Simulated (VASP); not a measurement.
A run of VASP 6.6.1 is set up as follows.

Contents of INCAR:

```
PREC = Accurate ; ENCUT = 520
EDIFF = 1E-6 ; ISMEAR = 0
SIGMA = 0.15 ; LREAL = False
LASPH = True ; NELM = 60
ALGO = Normal ; ISIF = 2
LWAVE = False ; LCHARG = False
GGA = PS ; NBANDS = 21
```

Contents of KPOINTS:

```
Automatic mesh
0
Gamma
  20 20 20
```

The input POSCAR:

```
Ge
1.0
   -2.5358723732      2.5358723732      1.4183738328
    2.5358723732     -2.5358723732      1.4183738328
    2.5358723732      2.5358723732     -1.4183738328
Ge
2
Direct
    0.2500000000      0.7500000000      0.5000000000
    0.5000000000      0.5000000000      0.0000000000
```

Potentials or basis: VASP PAW PBE potentials, release 64 (Ge_d).

The run is started by

```sh
$ cat potpaw_PBE.64/Ge_d/POTCAR > POTCAR
$ mpirun -np 1 vasp_std > vasp.out
```

**Question.** Predict the pressure.

**Answer.** 0.5 GPa.

**Question.** What does it give for the band gap on the k mesh?

**Answer.** Zero (bands 14 and 15 overlap by 5.47 eV).

Stress tensor (GPa, compression positive):
```
 0.86  0.00  0.00
 0.00  0.86  0.00
 0.00  0.00 -0.29
```

Caveat: the cell differs from its parent crystal (strain -0.015 along x and y, +0.015 along z); the PAW data sets were made with another functional, which shifts forces and pressure a little.
